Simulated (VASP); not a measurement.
Write the native input for VASP 6.6.1 that does the following.

```
Task                   : single point
Functional             : PBEsol
Potentials or basis    : VASP PAW PBE potentials, release 64 (Sc_sv, Al)
Cutoff                 : 520 eV
k mesh                 : 12 × 12 × 12
Occupations            : gaussian, width 0.1 eV
Spin                   : no spin polarisation
Dipole correction      : no
Further INCAR settings : ALGO = Fast; EDIFF = 1e-06; NBANDS = 14
```

The structure of ScAl lies in POSCAR:

```
ScAl
1.0
    3.3444038801      0.0000000000      0.0000000000
    0.0000000000      3.3444038801      0.0000000000
    0.0000000000      0.0000000000      3.3444038801
Sc Al
1 1
Direct
    0.5000000000      0.5000000000      0.5000000000
    0.0000000000      0.0000000000      0.0000000000
```

One way to write it, as run:

INCAR

```
ALGO = Fast ; EDIFF = 1E-6
ENCUT = 520 ; GGA = PS
ISIF = 2 ; ISMEAR = 0
LASPH = True ; LCHARG = False
LREAL = False ; LWAVE = False
NBANDS = 14 ; NELM = 60
PREC = Accurate ; SIGMA = 0.1
```

KPOINTS

```
k-points
0
Gamma
  12 12 12
```

Potentials or basis: VASP PAW PBE potentials, release 64 (Sc_sv, Al).

Command:

```bash
$ cat potpaw_PBE.64/Sc_sv/POTCAR potpaw_PBE.64/Al/POTCAR > POTCAR
$ mpirun -np 1 vasp_std > vasp.out
```

It gave:

- Pressure: 0.2 GPa
- Band gap on the k mesh: zero (band 7 reaches 6.48 eV, above the bottom of band 8 at 5.29 eV)

Caveat: the PAW data sets were made with another functional, which shifts forces and pressure a little.

It took 41 s on 1 thread of Intel(R) Xeon(R) Platinum 8259CL CPU @ 2.50GHz (Skylake/Cascade Lake), on a shared host, peak memory 0.18 GiB.
